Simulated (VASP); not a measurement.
# MgO (I4mm) in VASP: further runs, part 2 of 2

VASP 6.6.1.

## (4) Single point, PBE (all Mg atoms moved +0.075 Å, as atom 1 along Cartesian [0 1 0])

The input, INCAR:

```
PREC = Accurate ; ENCUT = 520
EDIFF = 1E-6 ; ISMEAR = 0
SIGMA = 0.05 ; LREAL = False
LASPH = True ; NELM = 60
ALGO = Normal ; ISIF = 2
LWAVE = False ; LCHARG = False
GGA = PE ; NBANDS = 11
```

The input, KPOINTS:

```
regular mesh
0
Gamma
  10 10 10
```

The input, POSCAR:

```
MgO
1.0
    0.0000000000      2.1269229054      2.1269229054
    2.1269229054      0.0000000000      2.1269229054
    2.1269229054      2.1269229054      0.0000000000
Mg O
1 1
Direct
    0.0176311045     -0.0176311045      0.0176311045
    0.5000000000      0.5000000000      0.5000000000
```

Potentials or basis: VASP PAW PBE potentials, release 64 (Mg, O).

Launch:

```console
> cat potpaw_PBE.64/Mg/POTCAR potpaw_PBE.64/O/POTCAR > POTCAR
> mpirun -np 1 vasp_std > vasp.out
```

OUTCAR:

```text
PREC = Accurate
   ENCUT = 520
   EDIFF = 1E-6
   ISMEAR = 0
   LREAL = False
   LASPH = True
   NELM = 60
   ISIF = 2
   GGA = PE

 ion  position               nearest neighbor table
   1  0.018  0.982  0.018-   2 2.05   2 2.13   2 2.13   2 2.13   2 2.13   2 2.20
   2  0.500  0.500  0.500-   1 2.05   1 2.13   1 2.13   1 2.13   1 2.13   1 2.20

  LATTYP: Found a face centered cubic cell.
 ALAT       =     4.2538458108

  Lattice vectors:

 A1 = (   0.0000000000,   2.1269229054,   2.1269229054)
 A2 = (   2.1269229054,   0.0000000000,   2.1269229054)
[... 515 lines left out ...]
      8      19.2689      0.00000
      9      22.0462      0.00000
     10      23.5178      0.00000
     11      25.4918      0.00000

 [... further k-points ...]
[... 5 lines left out ...]
  --------------------------------------------------------------------------------------
  -------------------------------------------------------------------------------------
  Total       -0.1055883      0.1139594     -0.1055883      0.0000000      0.0000000      0.0000000
  in kB       -8.7910565      9.4880162     -8.7910565      0.0000000      0.0000000      0.0000000
  external PRESSURE =      -2.6980323 kB  Pullay stress =       0.0000000 kB

 VOLUME and BASIS-vectors are now :
 -----------------------------------------------------------------------------
  energy-cutoff  :      520.00
  volume of cell :       19.24
      direct lattice vectors                 reciprocal lattice vectors
     0.000000000  2.126922905  2.126922905    -0.235081393  0.235081393  0.235081393
     2.126922905  0.000000000  2.126922905     0.235081393 -0.235081393  0.235081393
     2.126922905  2.126922905  0.000000000     0.235081393  0.235081393 -0.235081393

 POSITION                                       TOTAL-FORCE (eV/Angst)
 -----------------------------------------------------------------------------------
      2.12692      0.07500      2.12692         0.000000     -0.374509      0.000000
      2.12692      2.12692      2.12692         0.000000      0.374509      0.000000
 -----------------------------------------------------------------------------------
    total drift:                                0.000000      0.000226      0.000000

  FREE ENERGIE OF THE ION-ELECTRON SYSTEM (eV)
  ---------------------------------------------------
  free  energy   TOTEN  =       -11.8979261399 eV

  energy  without entropy=      -11.8979261399  energy(sigma->0) =      -11.89792614
```

stdout:

```text
POSCAR found type information on POSCAR MgO
 POSCAR found :  2 types and       2 ions
 scaLAPACK will be used
 LDA part: xc-table for (Slater+PW92), standard interpolation
 POSCAR, INCAR and KPOINTS ok, starting setup
 FFT: planning ... GRIDC
 FFT: planning ... GRID_SOFT
 FFT: planning ... GRID
 WAVECAR not read
 entering main loop
```

Run time: 9.6 s. Hardware: 1 thread of Intel Xeon Platinum 8488C (Sapphire Rapids), shared host; peak memory 0.15 GiB.

Results:

- Free energy: -11.8979 eV
- Pressure: -0.3 GPa
- Largest force: 0.375 eV/Å
- Band gap on the k mesh: 4.44 eV, direct

Forces in eV/Å, atoms in the order of the input:
```
Mg   0.000 -0.375  0.000
O    0.000  0.375  0.000
```

Caveat: the cell differs from its parent crystal (all Mg atoms moved +0.075 Å, as atom 1 along Cartesian [0 1 0]).

## (5) Single point, PBE (all Mg atoms moved +0.025 Å, as atom 1 along Cartesian [0 1 0])

The input, INCAR:

```
PREC = Accurate
ENCUT = 520
EDIFF = 1E-6
ISMEAR = 0
SIGMA = 0.05
LREAL = False
LASPH = True
NELM = 100
ALGO = Normal
ISIF = 2
LWAVE = False
LCHARG = True
GGA = PE
LELF = True
LVHAR = True
NBANDS = 11
```

KPOINTS is that of step 4.

POSCAR: that of step 4 with these lines changed.

```diff
@@ -8,3 +8,3 @@
 Direct
-    0.0176311045     -0.0176311045      0.0176311045
+    0.0058770348     -0.0058770348      0.0058770348
     0.5000000000      0.5000000000      0.5000000000
```

Launch:

```console
> cat potpaw_PBE.64/Mg/POTCAR potpaw_PBE.64/O/POTCAR > POTCAR
> mpirun -np 1 vasp_std > vasp.out
```

It took 10 s on 1 thread of Intel Xeon Platinum 8488C (Sapphire Rapids), shared host; peak memory 0.15 GiB.

It converged, with:

```
Free energy            : -11.9102 eV
Pressure               : -0.7 GPa
Largest force          : 0.120 eV/Å
Band gap on the k mesh : 4.44 eV, direct
```

Forces on the atoms (eV/Å):
```
Mg   0.000 -0.120  0.000
O    0.000  0.120  0.000
```

Stress tensor (GPa, compression positive):
```
-0.77  0.00  0.00
 0.00 -0.57  0.00
 0.00  0.00 -0.77
```

Levels at points of the mesh, in eV from the valence-band top:
```tsv
k point	band 1	band 2	band 3	band 4	band 5	band 6	band 7	band 8
(0.00, 0.00, 0.00)	-17.11	0.00	0.00	0.00	4.44	15.63	15.63	15.63
(0.50, 0.00, 0.00)	-15.90	-4.49	-0.62	-0.62	7.71	12.27	16.01	16.01
(0.50, 0.50, 0.00)	-15.66	-3.96	-1.31	-1.31	9.09	9.65	12.79	18.52
(0.50, 0.00, 0.50)	-15.66	-3.96	-1.31	-1.31	9.08	9.65	12.79	18.53
```

Caveat: the cell differs from its parent crystal (all Mg atoms moved +0.025 Å, as atom 1 along Cartesian [0 1 0]).
